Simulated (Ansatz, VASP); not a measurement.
# Two plane-wave programs on SiC

```
CELL_PARAMETERS angstrom
0.00000 2.19166 2.19166
2.19166 0.00000 2.19166
2.25142 2.25142 -0.05976
ATOMIC_POSITIONS crystal
Si 0.00000 0.00000 0.00000
C 0.75000 0.75000 0.75000
```

Alike in both runs: task single point; functional PBEsol; k mesh 12 × 12 × 12; occupations gaussian, width 0.05 eV; no spin polarisation.

|  | VASP | Ansatz |
| --- | --- | --- |
| version | VASP 6.6.1 | Ansatz 0.2.0 |
| potentials or method | VASP PAW PBE potentials, release 64 (Si, C), cutoff 520 eV | scalar-relativistic, plane waves, PAW |
| valence electrons in the cell | 8 | 8 |

|  | VASP | Ansatz | Ansatz less VASP |
| --- | --- | --- | --- |
| gap on the k mesh at the Fermi level (eV) | 1.18 | 1.19 | +0.011 |
| least direct gap on the mesh (eV) | 4.16 | 4.17 | +0.014 |
| pressure (GPa) | -10.8 | -11.1 | -0.33 |
| traceless stress, the component that is largest in VASP (GPa) | -6.07 | -6.02 | +0.050 |
| rms of the force components (eV/Å) | 0.111 | 0.108 | -0.0031 |

VASP's potentials were made for PBE, not for PBEsol, and Ansatz warns of the same on its side. Atom by atom the forces differ by 0.003 eV/Å (rms over components).
